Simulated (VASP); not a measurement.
# AlNi (R3m) in VASP: a series of runs, part 2 of 2

VASP 6.6.1. Earlier steps stand in the parts before.

## Step 3: Single point, PBEsol

File INCAR:

```
SYSTEM = AlNi
PREC = Accurate
ENCUT = 520
EDIFF = 1E-7
ISMEAR = 0
SIGMA = 0.15
LREAL = .False.
LASPH = .True.
NELM = 80
ALGO = Fast
ISIF = 2
LWAVE = .False.
LCHARG = .False.
GGA = PS
NBANDS = 14
```

File KPOINTS:

```
Automatic mesh
0
Gamma
  20 20 20
  0 0 0
```

File POSCAR:

```
AlNi
1.0
    2.8621655516      0.0000000000      0.0000000000
    0.0000000000      2.8621655516      0.0000000000
    0.0000000000      0.0000000000      2.8621655516
Al Ni
1 1
Direct
    0.0000000000      0.0000000000      0.0000000000
    0.4621778777      0.4621778777      0.4621778777
```

Potentials or basis: VASP PAW PBE potentials, release 64 (Al, Ni).

On the command line:

```console
$ cat potpaw_PBE.64/Al/POTCAR potpaw_PBE.64/Ni/POTCAR > POTCAR
$ mpirun -np 1 vasp_std > vasp.out
```

OUTCAR:

```text
SYSTEM = AlNi
   PREC = Accurate
   ENCUT = 520
   EDIFF = 1E-7
   ISMEAR = 0
   LREAL = .False.
   LASPH = .True.
   NELM = 80
   ISIF = 2
   GGA = PS

 ion  position               nearest neighbor table
   1  0.000  0.000  0.000-   2 2.29   2 2.42   2 2.42   2 2.42   2 2.55   2 2.55   2 2.55   2 2.67

   2  0.462  0.462  0.462-   1 2.29   1 2.42   1 2.42   1 2.42   1 2.55   1 2.55   1 2.55   1 2.67

  LATTYP: Found a simple cubic cell.
 ALAT       =     2.8621655516

  Lattice vectors:

 A1 = (   2.8621655516,   0.0000000000,   0.0000000000)
 A2 = (   0.0000000000,   2.8621655516,   0.0000000000)
 A3 = (   0.0000000000,   0.0000000000,   2.8621655516)

Analysis of symmetry for initial positions (statically):
=====================================================================
 Subroutine PRICEL returns:
 Original cell was already a primitive cell.

 Routine SETGRP: Setting up the symmetry group for a
 simple cubic supercell.

 Subroutine GETGRP returns: Found  6 space group operations
 (whereof  6 operations were pure point group operations)
 out of a pool of 48 trial point group operations.

The static configuration has the point symmetry C_3v.

Analysis of symmetry for dynamics (positions and initial velocities):
=====================================================================
 Subroutine PRICEL returns:
 Original cell was already a primitive cell.

 Routine SETGRP: Setting up the symmetry group for a
 simple cubic supercell.

 Subroutine GETGRP returns: Found  6 space group operations
 (whereof  6 operations were pure point group operations)
 out of a pool of 48 trial point group operations.

The dynamic configuration has the point symmetry C_3v.

 Subroutine INISYM returns: Found  6 space group operations
 (whereof  6 operations are pure point group operations),
 and found     1 'primitive' translations

----------------------------------------------------------------------------------------

[... 122 lines left out ...]
   LRPA    =     F    only Hartree local field effects (RPA)
 non-spin polarized calculation
 RMM-DIIS sequential band-by-band and
 Gauss-broadening in eV      SIGMA  =   0.15
  energy-cutoff  :      520.00
  volume of cell :       23.45
 maximum number of plane-waves:       655
 NGX is ok and might be reduce to    24
   NGX = 11   NGY = 11   NGZ = 11

 number of electron      13.0000004 magnetization

 Free energy of the ion-electron system (eV)
  ---------------------------------------------------
  ext. energy  EPLUGINS =         0.00000000
  ---------------------------------------------------
  free energy    TOTEN  =       -11.47627897 eV

  energy without entropy =      -11.46662164  energy(sigma->0) =      -11.47145031

 E-fermi :  10.1438     XC(G=0): -12.2527

 val. band max:       10.1435166325   @ k =   0.4000   0.4000   0.2000
 cond. band min:      10.1472098074   @ k =   0.3500   0.2500   0.0000
 fundamental gap:      0.0036931749
 Fermi energy:        10.1438352904

 k-point     1 :       0.0000    0.0000    0.0000
  band No.  band energies     occupation
      1      -1.1133      2.00000
      2       6.7834      2.00000
      3       6.7834      2.00000
      4       8.5042      2.00000
      5       8.5574      2.00000
      6       8.5574      2.00000
      7      15.7211      0.00000
      8      15.7211      0.00000
      9      15.8182      0.00000
     10      18.4205      0.00000
     11      18.4205      0.00000
     12      23.9942      0.00000
     13      30.9868      0.00000
     14      31.0012      0.00000
[... 377 lines left out ...]
      1       1.1466      2.00000
      2       5.5003      2.00000
      3       7.1650      2.00000
      4       7.9262      2.00000
      5       7.9637      2.00000
      6       8.5927      2.00000
      7       9.8918      1.98251
      8      17.4375      0.00000
      9      18.4587      0.00000
     10      19.1781      0.00000
     11      22.7423      0.00000
     12      23.5238      0.00000
     13      24.0553      0.00000
     14      26.9327      0.00000

 [... further k-points ...]

------------------------ aborting loop because EDIFF is reached ----------------------------------------

  FORCE on cell =-STRESS in cart. coord.  units (eV):
  Direction    XX          YY          ZZ          XY          YZ          ZX
  --------------------------------------------------------------------------------------
  -------------------------------------------------------------------------------------
  Total        0.3899417      0.3899417      0.3899417      0.2716992      0.2716992      0.2716992
  in kB       26.6456326     26.6456326     26.6456326     18.5658406     18.5658406     18.5658406
  external PRESSURE =      26.6456326 kB  Pullay stress =       0.0000000 kB

 VOLUME and BASIS-vectors are now :
 -----------------------------------------------------------------------------
  energy-cutoff  :      520.00
  volume of cell :       23.45
      direct lattice vectors                 reciprocal lattice vectors
     2.862165552  0.000000000  0.000000000     0.349385800  0.000000000  0.000000000
     0.000000000  2.862165552  0.000000000     0.000000000  0.349385800  0.000000000
     0.000000000  0.000000000  2.862165552     0.000000000  0.000000000  0.349385800

 POSITION                                       TOTAL-FORCE (eV/Angst)
 -----------------------------------------------------------------------------------
      0.00000      0.00000      0.00000        -0.731208     -0.731208     -0.731208
      1.32283      1.32283      1.32283         0.731208      0.731208      0.731208
 -----------------------------------------------------------------------------------
    total drift:                               -0.000356     -0.000356     -0.000343

  FREE ENERGIE OF THE ION-ELECTRON SYSTEM (eV)
  ---------------------------------------------------
  free  energy   TOTEN  =       -11.4762789667 eV

  energy  without entropy=      -11.4666216440  energy(sigma->0) =      -11.47145031
```

Run time: 2 min. Hardware: 1 thread of Intel Xeon 6975P-C (Granite Rapids), shared host; peak memory 0.36 GiB.

Results:

- Free energy: -11.4763 eV
- Pressure: 2.7 GPa
- Largest force: 1.266 eV/Å

Forces on the atoms (eV/Å):
```
Al  -0.731 -0.731 -0.731
Ni   0.731  0.731  0.731
```

Caveat: the cell differs from its parent crystal (all Ni atoms moved +0.188 Å, as atom 2 towards its neighbour atom 1 (Al) at 2.479 Å); the PAW data sets were made with another functional, which shifts forces and pressure a little. Spin polarisation is off, so any magnetic state and its effect on volume and gap are missing.
